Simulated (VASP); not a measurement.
A run of VASP 6.6.1 is set up as follows.

The input POSCAR:

```
HCN
1.0
   -2.3160580000      2.3160580000      2.1599010000
    2.3160580000     -2.3160580000      2.1599010000
    2.3160580000      2.3160580000     -2.1599010000
N C H
1 1 1
Direct
    0.2719290000      0.2719290000      0.0000000000
    0.0036740000      0.0036740000      0.0000000000
    0.7520970000      0.7520970000      0.0000000000
```

INCAR.step1

```
ALGO     = Normal         # electronic algorithm
EDIFF    = 1E-5           # SCF threshold, eV
ENCUT    = 520            # plane-wave cutoff, eV
GGA      = PE             # functional
ISIF     = 2              # what is computed and relaxed
ISMEAR   = -1             # smearing method
LASPH    = True           # aspherical terms in the spheres
LCHARG   = False          # write CHGCAR
LREAL    = False          # projectors in reciprocal space
LWAVE    = True           # write WAVECAR
NBANDS   = 12             # bands
NELM     = 80             # most SCF steps
PREC     = Accurate       # precision mode
SIGMA    = 0.05           # smearing width, eV
```

Contents of INCAR.step2:

```
AEXX     = 0.2            # exact-exchange fraction
ALGO     = Normal         # electronic algorithm
EDIFF    = 1E-7           # SCF threshold, eV
ENCUT    = 520            # plane-wave cutoff, eV
GGA      = PE             # functional
HFSCREEN = 0.2            # screening, 1/A
ISIF     = 2              # what is computed and relaxed
ISMEAR   = -1             # smearing method
ISTART   = 1            
LASPH    = True           # aspherical terms in the spheres
LCHARG   = False          # write CHGCAR
LHFCALC  = True           # exact exchange
LREAL    = False          # projectors in reciprocal space
LWAVE    = False          # write WAVECAR
NBANDS   = 12             # bands
NELM     = 80             # most SCF steps
PREC     = Accurate       # precision mode
PRECFOCK = Normal       
SIGMA    = 0.05           # smearing width, eV
```

The input KPOINTS:

```
k-points
0
Gamma
  4 4 4
```

Potentials or basis: VASP PAW PBE potentials, release 64 (N, C, H).

Command:

```sh
$ cat potpaw_PBE.64/N/POTCAR potpaw_PBE.64/C/POTCAR potpaw_PBE.64/H/POTCAR > POTCAR
$ cp INCAR.step1 INCAR
$ mpirun -np 1 vasp_std > vasp.out
$ cp INCAR.step2 INCAR
$ mpirun -np 1 vasp_std > vasp.out
```

(1) Estimate the largest force.

(2) Estimate the pressure.

(3) Estimate the band gap on the k mesh.

Results:

(1) 0.926 eV/Å.

(2) -1.4 GPa.

(3) 8.04 eV, indirect (least direct gap 8.43 eV).

Caveat: the k points lie up to 0.50 Å⁻¹ apart; the PAW data sets were made with another functional, which shifts forces and pressure a little.
